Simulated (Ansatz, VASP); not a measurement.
# Li2Cl3: VASP beside Ansatz

```
CELL_PARAMETERS angstrom
3.79331 0.00000 0.00000
-1.89666 3.28510 0.00000
0.00000 0.00000 7.88964
ATOMIC_POSITIONS crystal
Li 0.33333 0.66667 0.20590
Li 0.66667 0.33333 0.79410
Cl 0.00000 0.00000 0.00000
Cl 0.33333 0.66667 0.66674
Cl 0.66667 0.33333 0.33326
```

Alike in both runs: functional PBE; k mesh 6 × 6 × 4; occupations gaussian, width 0.1 eV; no spin polarisation.

Ansatz relaxed the structure, and its values are those at the end. VASP's run is a single point on that final structure, the one shown.

|  | VASP | Ansatz |
| --- | --- | --- |
| version | VASP 6.6.1 | Ansatz 0.2.0 |
| potentials or method | VASP PAW PBE potentials, release 64 (Li_sv, Cl), cutoff 750 eV | scalar-relativistic, plane waves, PAW |
| valence electrons in the cell | 27 | 27 |

VASP gave:

| Property | Result |
| --- | --- |
| gap on the k mesh at the Fermi level (eV) | none |
| pressure (GPa) | 0.2 |
| rms of the force components (eV/Å) | 0.007 |

**Question.** What did Ansatz give for the same quantities?

**Answer.** gap on the k mesh at the Fermi level (eV): none; pressure (GPa): 0.3; rms of the force components (eV/Å): 0.006.

A gap of «none» marks a metal or a gap that the smearing closes. With one functional, cell and mesh, what is left measures potentials, basis and numerics.
